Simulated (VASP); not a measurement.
# SiC (ref) (P6_3mc) in VASP: a series of runs, part 2 of 2

VASP 6.6.1. The steps go on from the part before.

## 4. Single point, r2SCAN

POSCAR reads:

```
SiC
1.0
    3.0754668474      0.0000000000      0.0000000000
   -1.5377334237      2.6634324183      0.0000000000
    0.0000000000      0.0000000000      5.0485335429
Si C
2 2
Direct
    0.3333333333      0.6666666667     -0.0190297812
    0.6666666667      0.3333333333      0.4809702188
    0.3333333333      0.6666666667      0.3940297812
    0.6666666667      0.3333333333      0.8940297812
```

INCAR.step1 reads:

```
SYSTEM = SiC
  PREC = Accurate
  ENCUT = 520
  ISMEAR = 0
  SIGMA = 0.01
  LREAL = .FALSE.
  LASPH = .TRUE.
  NELM = 60
  NBANDS = 16
  GGA = PE
  ALGO = Normal
  EDIFF = 1E-4
  LWAVE = .TRUE.
  LCHARG = .FALSE.
```

INCAR.step2 reads:

```
SYSTEM = SiC
  PREC = Accurate
  ENCUT = 520
  EDIFF = 1E-6
  ISMEAR = 0
  SIGMA = 0.01
  LREAL = .FALSE.
  LASPH = .TRUE.
  NELM = 60
  ALGO = Normal
  ISIF = 2
  LWAVE = .FALSE.
  LCHARG = .FALSE.
  METAGGA = R2SCAN
  LMIXTAU = .TRUE.
  NBANDS = 16
  ISTART = 1
```

KPOINTS reads:

```
regular mesh
0
G
  12 12 6
  0 0 0
```

Potentials or basis: VASP PAW PBE potentials, release 64 (Si, C).

On the command line:

```console
$ cat potpaw_PBE.64/Si/POTCAR potpaw_PBE.64/C/POTCAR > POTCAR
$ cp INCAR.step1 INCAR
$ mpirun -np 1 vasp_std > vasp.out
$ cp INCAR.step2 INCAR
$ mpirun -np 1 vasp_std > vasp.out
```

OUTCAR:

```text
SYSTEM = SiC
   PREC = Accurate
   ENCUT = 520
   EDIFF = 1E-6
   ISMEAR = 0
   LREAL = .FALSE.
   LASPH = .TRUE.
   NELM = 60
   ISIF = 2
   METAGGA = R2SCAN
   ISTART = 1

 ion  position               nearest neighbor table
   1  0.333  0.667  0.981-   4 1.83   4 1.83   4 1.83   3 2.09   2 3.09   2 3.09   2 3.09   2 3.09
                             2 3.09   2 3.09
   2  0.667  0.333  0.481-   3 1.83   3 1.83   3 1.83   4 2.09   1 3.09   1 3.09   1 3.09   1 3.09
                             1 3.09   1 3.09
   3  0.333  0.667  0.394-   2 1.83   2 1.83   2 1.83   1 2.09
   4  0.667  0.333  0.894-   1 1.83   1 1.83   1 1.83   2 2.09

  LATTYP: Found a hexagonal cell.
 ALAT       =     3.0754668474
 C/A-ratio  =     1.6415503055

  Lattice vectors:

 A1 = (   3.0754668474,   0.0000000000,   0.0000000000)
 A2 = (  -1.5377334237,   2.6634324183,   0.0000000000)
 A3 = (   0.0000000000,   0.0000000000,   5.0485335429)

Analysis of symmetry for initial positions (statically):
=====================================================================
 Subroutine PRICEL returns:
 Original cell was already a primitive cell.

 Routine SETGRP: Setting up the symmetry group for a
 hexagonal supercell.

 Subroutine GETGRP returns: Found 12 space group operations
 (whereof  6 operations were pure point group operations)
 out of a pool of 24 trial point group operations.

The static configuration has the point symmetry C_3v.
 The point group associated with its full space group is C_6v.

Analysis of symmetry for dynamics (positions and initial velocities):
=====================================================================
 Subroutine PRICEL returns:
 Original cell was already a primitive cell.

 Routine SETGRP: Setting up the symmetry group for a
 hexagonal supercell.

 Subroutine GETGRP returns: Found 12 space group operations
 (whereof  6 operations were pure point group operations)
 out of a pool of 24 trial point group operations.

The dynamic configuration has the point symmetry C_3v.
[... 127 lines left out ...]
  Thomas-Fermi vector in A             =   2.328940
   LORBIT       =      0    0 simple, 1 ext, 2 COOP (PROOUT), +10 PAW based schemes
   METAGGA = R2SCAN    functional components
   LHFCALC =     F    Hartree Fock is set to
   AEXX    =    0.0000 exact exchange contribution
   IVDW    =     0    specifies the selected vdW correction
   LEPSILON=     F    determine dielectric tensor
   LRPA    =     F    only Hartree local field effects (RPA)
 non-spin polarized calculation
 Gauss-broadening in eV      SIGMA  =   0.01
  energy-cutoff  :      520.00
  volume of cell :       41.35
 maximum number of plane-waves:      1126
 NGX is ok and might be reduce to    24
   NGX = 11   NGY = 11   NGZ = 19

 number of electron      15.9999999 magnetization

 Free energy of the ion-electron system (eV)
  ---------------------------------------------------
  ext. energy  EPLUGINS =         0.00000000
  ---------------------------------------------------
  free energy    TOTEN  =       -38.14887326 eV

  energy without entropy =      -38.14887326  energy(sigma->0) =      -38.14887326

 E-fermi :   9.1683     XC(G=0): -11.9261

 val. band max:        9.0527580193   @ k =   0.0000   0.0000   0.0000
 cond. band min:      11.2289866912   @ k =   0.5000   0.0000   0.0000
 fundamental gap:      2.1762286718
 Fermi energy:         9.1683242149

 k-point     1 :       0.0000    0.0000    0.0000
  band No.  band energies     occupation
      1      -8.2489      2.00000
      2      -4.8476      2.00000
      3      -0.2731      2.00000
      4       6.3661      2.00000
      5       6.3661      2.00000
      6       7.6121      2.00000
[... 433 lines left out ...]
      3       0.6359      2.00000
      4       2.5138      2.00000
      5       2.8491      2.00000
      6       4.8334      2.00000
[... 8 lines left out ...]
     15      19.9277      0.00000
     16      20.8960      0.00000

 [... further k-points ...]

------------------------ aborting loop because EDIFF is reached ----------------------------------------

  FORCE on cell =-STRESS in cart. coord.  units (eV):
  Direction    XX          YY          ZZ          XY          YZ          ZX
  --------------------------------------------------------------------------------------
  -------------------------------------------------------------------------------------
  Total        1.7359965      1.7359965     -1.3351358      0.0000000      0.0000000     -0.0000000
  in kB       67.2576125     67.2576125    -51.7270910      0.0000000      0.0000000     -0.0000000
  external PRESSURE =      27.5960447 kB  Pullay stress =       0.0000000 kB

 VOLUME and BASIS-vectors are now :
 -----------------------------------------------------------------------------
  energy-cutoff  :      520.00
  volume of cell :       41.35
      direct lattice vectors                 reciprocal lattice vectors
     3.075466847  0.000000000  0.000000000     0.325153887  0.187727684  0.000000000
    -1.537733424  2.663432418  0.000000000     0.000000000  0.375455368  0.000000000
     0.000000000  0.000000000  5.048533543     0.000000000  0.000000000  0.198077321

 POSITION                                       TOTAL-FORCE (eV/Angst)
 -----------------------------------------------------------------------------------
     -0.00000      1.77562      4.95246        -0.000000      0.000000      2.193877
      1.53773      0.88781      2.42819         0.000000     -0.000000      2.193877
     -0.00000      1.77562      1.98927        -0.000000      0.000000     -2.193877
      1.53773      0.88781      4.51354         0.000000     -0.000000     -2.193877
 -----------------------------------------------------------------------------------
    total drift:                               -0.000000     -0.000000     -0.000308

  FREE ENERGIE OF THE ION-ELECTRON SYSTEM (eV)
  ---------------------------------------------------
  free  energy   TOTEN  =       -38.1488732578 eV

  energy  without entropy=      -38.1488732578  energy(sigma->0) =      -38.14887326
```

It took 72 s on 1 thread of Intel Xeon 6975P-C (Granite Rapids), shared host; peak memory 0.18 GiB.

What came out:

```yaml
Free_energy: -38.1489 eV
Pressure: 2.8 GPa
Largest_force: 2.194 eV/Å
Band_gap_on_the_k_mesh: 2.18 eV, indirect (least direct gap 4.38 eV)
```

Forces in eV/Å, atoms in the order of the input:
```
Si   0.000  0.000  2.194
Si   0.000  0.000  2.194
C    0.000  0.000 -2.194
C    0.000  0.000 -2.194
```

Stress tensor (GPa, compression positive):
```
 6.73  0.00  0.00
 0.00  6.73  0.00
 0.00  0.00 -5.17
```

Levels at points of the mesh, in eV from the valence-band top:
```tsv
k point	band 5	band 6	band 7	band 8	band 9	band 10	band 11	band 12
(0.00, 0.00, 0.00)	-2.69	-1.44	-1.44	0.00	4.38	5.61	6.24	6.24
(0.50, 0.00, 0.00)	-5.94	-4.70	-3.57	-2.73	2.18	4.16	6.47	7.61
(0.00, 0.00, 0.50)	-2.11	-2.11	-2.11	-2.11	5.49	5.49	6.86	6.86
(0.50, 0.00, 0.50)	-3.86	-3.86	-2.76	-2.76	2.89	2.89	4.38	4.38
```

Caveat: the PAW data sets were made with another functional, which shifts forces and pressure a little. A k mesh can miss the band edges.

## 5. Single point, r2SCAN

POSCAR reads:

```
SiC
1.0
    3.0754668474      0.0000000000      0.0000000000
   -1.5377334237      2.6634324183      0.0000000000
    0.0000000000      0.0000000000      5.0485335429
Si C
2 2
Direct
    0.3333333333      0.6666666667     -0.0283448280
    0.6666666667      0.3333333333      0.4716551720
    0.3333333333      0.6666666667      0.4033448280
    0.6666666667      0.3333333333      0.9033448280
```

INCAR.step1 reads:

```
PREC = Accurate
ENCUT = 520
ISMEAR = 0
SIGMA = 0.01
LREAL = False
LASPH = True
NELM = 100
NBANDS = 16
GGA = PE
ALGO = Normal
EDIFF = 1E-4
LWAVE = True
LCHARG = False
```

INCAR.step2 reads:

```
PREC = Accurate
ENCUT = 520
EDIFF = 1E-7
ISMEAR = 0
SIGMA = 0.01
LREAL = False
LASPH = True
NELM = 100
ALGO = Normal
ISIF = 2
LWAVE = False
LCHARG = False
METAGGA = R2SCAN
LMIXTAU = True
NBANDS = 16
ISTART = 1
```

KPOINTS reads:

```
regular mesh
0
Gamma
  12 12 6
```

Potentials or basis: VASP PAW PBE potentials, release 64 (Si, C).

On the command line:

```console
$ cat potpaw_PBE.64/Si/POTCAR potpaw_PBE.64/C/POTCAR > POTCAR
$ cp INCAR.step1 INCAR
$ mpirun -np 1 vasp_std > vasp.out
$ cp INCAR.step2 INCAR
$ mpirun -np 1 vasp_std > vasp.out
```

OUTCAR:

```text
PREC = Accurate
   ENCUT = 520
   EDIFF = 1E-7
   ISMEAR = 0
   LREAL = False
   LASPH = True
   NELM = 100
   ISIF = 2
   METAGGA = R2SCAN
   ISTART = 1

 ion  position               nearest neighbor table
   1  0.333  0.667  0.972-   4 1.81   4 1.81   4 1.81   3 2.18   2 3.09   2 3.09   2 3.09   2 3.09
                             2 3.09   2 3.09
   2  0.667  0.333  0.472-   3 1.81   3 1.81   3 1.81   4 2.18   1 3.09   1 3.09   1 3.09   1 3.09
                             1 3.09   1 3.09
[... 663 lines left out ...]
  --------------------------------------------------------------------------------------
  -------------------------------------------------------------------------------------
  Total        2.5197545      2.5197545     -1.0072951      0.0000000      0.0000000      0.0000000
  in kB       97.6227057     97.6227057    -39.0255775      0.0000000      0.0000000      0.0000000
  external PRESSURE =      52.0732780 kB  Pullay stress =       0.0000000 kB

 VOLUME and BASIS-vectors are now :
 -----------------------------------------------------------------------------
  energy-cutoff  :      520.00
  volume of cell :       41.35
      direct lattice vectors                 reciprocal lattice vectors
     3.075466847  0.000000000  0.000000000     0.325153887  0.187727684  0.000000000
    -1.537733424  2.663432418  0.000000000     0.000000000  0.375455368  0.000000000
     0.000000000  0.000000000  5.048533543     0.000000000  0.000000000  0.198077321

 POSITION                                       TOTAL-FORCE (eV/Angst)
 -----------------------------------------------------------------------------------
     -0.00000      1.77562      4.90543        -0.000000     -0.000000      2.448111
      1.53773      0.88781      2.38117         0.000000      0.000000      2.448111
     -0.00000      1.77562      2.03630         0.000000     -0.000000     -2.448111
      1.53773      0.88781      4.56057        -0.000000     -0.000000     -2.448111
 -----------------------------------------------------------------------------------
    total drift:                               -0.000000     -0.000000      0.002106

  FREE ENERGIE OF THE ION-ELECTRON SYSTEM (eV)
  ---------------------------------------------------
  free  energy   TOTEN  =       -37.7043981829 eV

  energy  without entropy=      -37.7043981829  energy(sigma->0) =      -37.70439818
```

OUTCAR.step1:

```text
PREC = Accurate
   ENCUT = 520
   ISMEAR = 0
   LREAL = False
   LASPH = True
[... 689 lines left out ...]
     -0.00000      1.77562      4.90543        -0.000000      0.000000      2.345227
      1.53773      0.88781      2.38117        -0.000000     -0.000000      2.345227
     -0.00000      1.77562      2.03630         0.000000      0.000000     -2.345227
      1.53773      0.88781      4.56057        -0.000000      0.000000     -2.345227
 -----------------------------------------------------------------------------------
    total drift:                               -0.000000      0.000000      0.004570

  FREE ENERGIE OF THE ION-ELECTRON SYSTEM (eV)
  ---------------------------------------------------
  free  energy   TOTEN  =       -29.2003187196 eV

  energy  without entropy=      -29.2003187196  energy(sigma->0) =      -29.20031872
```

OSZICAR.step1:

```text
N       E                     dE             d eps       ncg     rms          rms(c)
DAV:   1     0.273444650458E+02    0.27344E+02   -0.73024E+03  2432   0.903E+02
DAV:   2    -0.306748926113E+02   -0.58019E+02   -0.53228E+02  3368   0.158E+02
DAV:   3    -0.332819593325E+02   -0.26071E+01   -0.25965E+01  3192   0.311E+01
DAV:   4    -0.333011900431E+02   -0.19231E-01   -0.19227E-01  2968   0.328E+00
DAV:   5    -0.333013747452E+02   -0.18470E-03   -0.18470E-03  3176   0.305E-01    0.131E+01
DAV:   6    -0.292971950930E+02    0.40042E+01   -0.70044E+00  3048   0.165E+01    0.581E+00
DAV:   7    -0.292196174221E+02    0.77578E-01   -0.12022E+00  3424   0.646E+00    0.256E+00
DAV:   8    -0.292014626412E+02    0.18155E-01   -0.53027E-02  2728   0.147E+00    0.656E-01
DAV:   9    -0.291999229597E+02    0.15397E-02   -0.80470E-03  3240   0.617E-01    0.126E-01
DAV:  10    -0.292002777536E+02   -0.35479E-03   -0.10788E-03  2880   0.196E-01    0.616E-02
DAV:  11    -0.292003187196E+02   -0.40966E-04   -0.73794E-05  2128   0.665E-02
   1 F= -.29200319E+02 E0= -.29200319E+02  d E =-.272257E-20
```

It took 92 s on 1 thread of Intel Xeon 6975P-C (Granite Rapids), shared host; peak memory 0.18 GiB.

Results:

* Free energy: -37.7044 eV
* Pressure: 5.2 GPa
* Largest force: 2.448 eV/Å
* Band gap on the k mesh: 1.73 eV, indirect (least direct gap 3.96 eV)

Forces in eV/Å, atoms in the order of the input:
```
Si   0.000  0.000  2.448
Si   0.000  0.000  2.448
C    0.000  0.000 -2.448
C    0.000  0.000 -2.448
```

Stress tensor (GPa, compression positive):
```
 9.76  0.00  0.00
 0.00  9.76  0.00
 0.00  0.00 -3.90
```

Levels at points of the mesh, in eV from the valence-band top:
```
           k point  band 6  band 7  band 8  band 9  band 10  band 11
(0.00, 0.00, 0.00)   -2.06   -2.06    0.00    3.96     5.09     5.82
(0.50, 0.00, 0.00)   -5.22   -3.67   -3.34    1.73     3.92     5.84
(0.00, 0.00, 0.50)   -2.69   -2.69   -2.69    5.09     5.09     6.42
(0.50, 0.00, 0.50)   -4.41   -2.88   -2.88    2.50     2.50     3.73
```

Caveat: the PAW data sets were made with another functional, which shifts forces and pressure a little. A k mesh can miss the band edges.
